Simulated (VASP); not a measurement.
SiO2, 6 atoms in the cell. It takes space group P4_2/mnm (No. 136, tetragonal). Conventional cell: a = 4.018 Å, b = 4.018 Å, c = 2.669 Å, α = 90.00°, β = 90.00°, γ = 90.00°. Within 2.3 Å of Si (site symmetry mmm) lie 6 O at 1.73 to 1.74 Å. Within 2.3 Å of O (site symmetry m2m) lie 3 Si at 1.73 to 1.74 Å and 1 O at 2.20 Å.  This cell differs from its parent crystal: strain -0.040 along x and y, +0.000 along z.

| Quantity | Value |
| --- | --- |
| Program | VASP 6.6.1 |
| Task | single point |
| Functional | r2SCAN |
| Potentials or basis | VASP PAW PBE potentials, release 64 (Si, O) |
| Cutoff | 520 eV |
| k mesh | 6 × 6 × 8 |
| Occupations | gaussian, width 0.05 eV |
| Spin | no spin polarisation |
| Dipole correction | no |
| Further INCAR settings | ALGO = Normal; EDIFF = 1e-06; NBANDS = 25 |

Potentials or basis: VASP PAW PBE potentials, release 64 (Si, O).

The run is started by

```sh
$ cat potpaw_PBE.64/Si/POTCAR potpaw_PBE.64/O/POTCAR > POTCAR
$ cp INCAR.step1 INCAR
$ mpirun -np 1 vasp_std > vasp.out
$ cp INCAR.step2 INCAR
$ mpirun -np 1 vasp_std > vasp.out
```

Hardware: 1 thread of Intel(R) Xeon(R) Platinum 8259CL CPU @ 2.50GHz (Skylake/Cascade Lake), with other jobs on the host.

**Question.** Estimate the wall time of this run.

**Answer.** It took 2.7 min on 1 thread of Intel(R) Xeon(R) Platinum 8259CL CPU @ 2.50GHz (Skylake/Cascade Lake), on a shared host, peak memory 0.17 GiB. Counts: k points 50.
